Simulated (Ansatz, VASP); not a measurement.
# One calculation of AlN, two programs

```
Al N
1.0
     0.00000    2.20126    2.20126
     2.20126    0.00000    2.20126
     2.20126    2.20126    0.00000
Al N
1 1
Cartesian
  0.0000 0.0000 0.0000
  1.1006 1.1006 1.1006
```

Alike in both runs: functional PBE; k mesh 10 × 10 × 10; occupations gaussian, width 0.02 eV; no spin polarisation.

Ansatz relaxed the structure, and its values are those at the end. VASP's run is a single point on that final structure, the one shown.

|  | VASP | Ansatz |
| --- | --- | --- |
| version | VASP 6.6.1 | Ansatz 0.2.0 |
| potentials or method | VASP PAW PBE potentials, release 64 (Al, N), cutoff 600 eV | scalar-relativistic, plane waves, PAW |
| valence electrons in the cell | 8 | 8 |

Ansatz gave:

- gap on the k mesh at the Fermi level (eV): 3.31
- least direct gap on the mesh (eV): 3.98
- pressure (GPa): 0.0

Problem. Which values does VASP return?

Solution. gap on the k mesh at the Fermi level (eV): 3.31; least direct gap on the mesh (eV): 3.99; pressure (GPa): -0.3.

The functional is the same, so the differences come from potentials, cutoffs and numerics.
